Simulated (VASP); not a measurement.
A run of VASP 6.6.1:

The input INCAR:

```
PREC     = Accurate       # precision mode
ENCUT    = 520            # plane-wave cutoff, eV
EDIFF    = 1E-7           # SCF threshold, eV
ISMEAR   = -1             # smearing method
SIGMA    = 0.1            # smearing width, eV
LREAL    = F              # projectors in reciprocal space
LASPH    = T              # aspherical terms in the spheres
NELM     = 100            # most SCF steps
ALGO     = Normal         # electronic algorithm
ISIF     = 2              # what is computed and relaxed
LWAVE    = F              # write WAVECAR
LCHARG   = F              # write CHGCAR
GGA      = B5             # functional
ALDAX    = 1.0          
AGGAX    = 1.0          
AGGAC    = 1.0          
ALDAC    = 0.0          
NBANDS   = 12             # bands
```

Contents of KPOINTS:

```
regular mesh
0
Gamma
  12 12 12
```

File POSCAR:

```
Y
1.0
    0.0000000000      2.5578048788      2.5578048788
    2.5578048788      0.0000000000      2.5578048788
    2.5578048788      2.5578048788      0.0000000000
Y
1
Direct
    0.0000000000      0.0000000000      0.0000000000
```

Potentials or basis: VASP PAW PBE potentials, release 64 (Y_sv).

Command:

```console
$ cat potpaw_PBE.64/Y_sv/POTCAR > POTCAR
$ mpirun -np 1 vasp_std > vasp.out
```

Hardware: 1 thread of Intel(R) Xeon(R) 6975P-C (Granite Rapids), on a shared host.

Problem. Estimate the wall time of this run.

Solution. Run time: 20 s on 1 thread of Intel(R) Xeon(R) 6975P-C (Granite Rapids) (shared host), peak memory 0.18 GiB. Counts: scf iterations 14, k points 72.
